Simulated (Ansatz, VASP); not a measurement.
## CdSe in VASP and in Ansatz

```xyz
4
Lattice="4.4060 0.0000 0.0000 -2.2030 3.8157 0.0000 0.0000 0.0000 7.3660" Properties=species:S:1:pos:R:3 pbc="T T T"
Cd    2.2030    1.2719    0.0000
Cd    0.0000    2.5438    3.6830
Se    2.2030    1.2719    2.7622
Se    0.0000    2.5438    6.4452
```

Change from the starting cell: strain +0.025 along x and y, +0.050 along z, atoms carried along.

Alike in both runs: task single point; functional PBE; k mesh 6 × 6 × 4; occupations gaussian, width 0.05 eV; no spin polarisation.

```csv
,VASP,Ansatz
version,VASP 6.6.1,Ansatz 0.2.0
potentials or method,"VASP PAW PBE potentials, release 64 (Cd, Se), cutoff 520 eV","scalar-relativistic, plane waves, PAW"
valence electrons in the cell,36,72
```

```tsv
	VASP	Ansatz	Ansatz less VASP
gap on the k mesh at the Fermi level (eV)	0.44	0.44	+0.003
least direct gap on the mesh (eV)	0.44	0.44	+0.003
pressure (GPa)	-1.4	-1.6	-0.21
traceless stress, the component that is largest in VASP (GPa)	-0.96	-0.94	+0.024
rms of the force components (eV/Å)	0.045	0.042	-0.0032
```

Atom by atom the forces differ by 0.003 eV/Å (rms over components). VASP's potentials hold 36 valence electrons a cell and Ansatz's 72, so a difference there can come from the potentials and not from the codes.
